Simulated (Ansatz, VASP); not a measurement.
# WC: VASP beside Ansatz

```xyz
8
Lattice="2.9218 0.0000 0.0000 -1.4609 2.5303 0.0000 0.0000 0.0000 24.9648" Properties=species:S:1:pos:R:3 pbc="T T T"
C     1.4609    0.8434    7.7399
C     1.4609    0.8434   10.3543
C     1.4609    0.8434   13.1792
C     1.4609    0.8434   16.0398
W     0.0000    0.0000    8.8328
W     0.0000    0.0000   11.7303
W     0.0000    0.0000   14.5854
W     0.0000    0.0000   17.3974
```

Alike in both runs: functional PBE; k mesh 12 × 12 × 1; occupations gaussian, width 0.1 eV; no spin polarisation.

Ansatz relaxed the structure, and its values are those at the end. VASP's run is a single point on that final structure, the one shown.

|  | VASP | Ansatz |
| --- | --- | --- |
| version | VASP 6.6.1 | Ansatz 0.2.0 |
| potentials or method | VASP PAW PBE potentials, release 64 (C, W_sv), cutoff 520 eV | scalar-relativistic, plane waves, PAW |
| valence electrons in the cell | 72 | 72 |

|  | VASP | Ansatz | Ansatz less VASP |
| --- | --- | --- | --- |
| gap on the k mesh at the Fermi level (eV) | none | none | - |
| rms of the force components (eV/Å) | 0.023 | 0.003 | -0.0200 |

A gap of «none» marks a metal or a gap that the smearing closes. Ansatz's warnings: xc potential rough in thin density.

Neither program's run includes spin-orbit coupling.
